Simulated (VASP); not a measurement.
A run of VASP 6.6.1 is set up as follows.

Contents of INCAR:

```
SYSTEM = MgMnC6N6
PREC = Accurate
ENCUT = 600
EDIFF = 1E-7
ISMEAR = 0
SIGMA = 0.02
LREAL = .False.
LASPH = .True.
NELM = 200
ALGO = Normal
ISIF = 3
LWAVE = .False.
LCHARG = .False.
ISPIN = 2
MAGMOM = 0 2.55 0 0 0 0 0 0 0 0 0 0 0 0
LORBIT = 11
LMAXMIX = 4
GGA = PE
IBRION = 2
NSW = 100
EDIFFG = -0.01
GGA_COMPAT = .False.
NELMIN = 4
KPAR = 4
```

KPOINTS

```
Automatic mesh
0
Gamma
  6 6 6
  0 0 0
```

File POSCAR:

```
MgMnC6N6
1.0
    0.0000000000      5.3858907921      5.3858907921
    5.3858907921      0.0000000000      5.3858907921
    5.3858907921      5.3858907921      0.0000000000
Mg Mn C N
1 1 6 6
Direct
    0.0000000000      0.0000000000      0.0000000000
    0.5000000000      0.5000000000      0.5000000000
    0.7869048181      0.2130951819      0.2130951819
    0.2130951819      0.7869048181      0.2130951819
    0.2130951819      0.2130951819      0.7869048181
    0.2130951819      0.7869048181      0.7869048181
    0.7869048181      0.2130951819      0.7869048181
    0.7869048181      0.7869048181      0.2130951819
    0.6781450440      0.3218549560      0.3218549560
    0.3218549560      0.6781450440      0.3218549560
    0.3218549560      0.3218549560      0.6781450440
    0.3218549560      0.6781450440      0.6781450440
    0.6781450440      0.3218549560      0.6781450440
    0.6781450440      0.6781450440      0.3218549560
```

Potentials or basis: VASP PAW PBE potentials, release 64 (Mg, Mn_pv, C, N).

Run with:

```console
$ cat potpaw_PBE.64/Mg/POTCAR potpaw_PBE.64/Mn_pv/POTCAR potpaw_PBE.64/C/POTCAR potpaw_PBE.64/N/POTCAR > POTCAR
$ mpirun -np 4 vasp_std > vasp.out
```

Estimate the space group after relaxing (to 0.1 Å).

Fm-3m (No. 225).

Estimate the net moment.

3.00 μB per cell.

Predict the site moments.

Mg -0.00; Mn +2.62; C +0.04; N -0.03 μB.

Predict the relaxed cell.

a = 7.612 Å, b = 7.612 Å, c = 7.612 Å, α = 60.00°, β = 60.00°, γ = 60.00°.

Step by step:
| step | energy change (eV) | largest force (eV/Å) | pressure (GPa) | volume (Å³) |
| --- | --- | --- | --- | --- |
| 1 | 0.0000 | 0.3691 | 0.32 | 312.47 |
| 2 | 0.3496 | 3.4529 | -3.62 | 314.51 |
| 3 | -0.0033 | 0.0230 | -0.04 | 312.64 |
| 4 | -0.0033 | 0.0192 | -0.04 | 312.64 |
| 5 | -0.0035 | 0.0151 | -0.03 | 312.44 |
| 6 | -0.0037 | 0.0032 | 0.00 | 311.93 |

Caveat: a cell with one magnetic atom can't hold antiferromagnetic order, which such compounds often take.
